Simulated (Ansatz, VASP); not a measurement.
One calculation of MgB2, two programs

The input INCAR:

```
SYSTEM = MgB2
ALGO = Normal ; EDIFF = 1E-6
ENCUT = 750 ; GGA = PS
GGA_COMPAT = .False. ; ISIF = 2
ISMEAR = 0 ; LASPH = .True.
LCHARG = .False. ; LREAL = .False.
LWAVE = .False. ; NBANDS = 15
NELM = 120 ; PREC = Accurate
SIGMA = 0.1
```

The input KPOINTS:

```
k-points
0
Gamma
  6 6 6
  0 0 0
```

Contents of POSCAR:

```
MgB2
1.0
    3.0850007055      0.0000000000      0.0000000000
   -1.5425003528      2.6716889817      0.0000000000
    0.0000000000      0.0000000000      3.5230000000
Mg B
1 2
Direct
    0.0000000000      0.0000000000      0.0000000000
    0.3333333333      0.6666666667      0.5000000000
    0.6666666667      0.3333333333      0.5000000000
```

Input for Ansatz:

```yaml
crystal:
  lattice:
    - [3.0850007055, 0.0, 0.0]
    - [-1.5425003528, 2.6716889817, 0.0]
    - [0.0, 0.0, 3.523]
  atoms:
    - { symbol: Mg, position: [0.0, 0.0, 0.0] }
    - { symbol: B, position: [0.3333333333, 0.6666666667, 0.5] }
    - { symbol: B, position: [0.6666666667, 0.3333333333, 0.5] }
basis:
  ecutwfc: 420
kpoints:
  mp_grid: { grid: [6, 6, 6] }
hamiltonian:
  xc: pbesol
scf:
  occupations: { method: gaussian, width: 0.1 }
output:
  forces: true
  stress: true
  eigenvalues: true
```

Alike in both runs: task single point; functional PBEsol; k mesh 6 × 6 × 6; occupations gaussian, width 0.1 eV; no spin polarisation.

|  | VASP | Ansatz |
| --- | --- | --- |
| version | VASP 6.6.1 | Ansatz 0.2.0 |
| potentials or method | VASP PAW PBE potentials, release 64 (Mg_sv, B), cutoff 750 eV | scalar-relativistic, plane waves, PAW |
| valence electrons in the cell | 16 | 16 |

VASP gave:

* gap on the k mesh at the Fermi level (eV): none
* pressure (GPa): -3.2
* traceless stress, the component that is largest in VASP (GPa): -0.92

Question: Estimate Ansatz's values.

Answer: gap on the k mesh at the Fermi level (eV): none; pressure (GPa): -3.0; traceless stress, the component that is largest in VASP (GPa): -0.89.

VASP's potentials were made for PBE, not for PBEsol. A gap of «none» marks a metal or a gap that the smearing closes.

The k mesh is coarse, so the values compare programs but aren't converged.
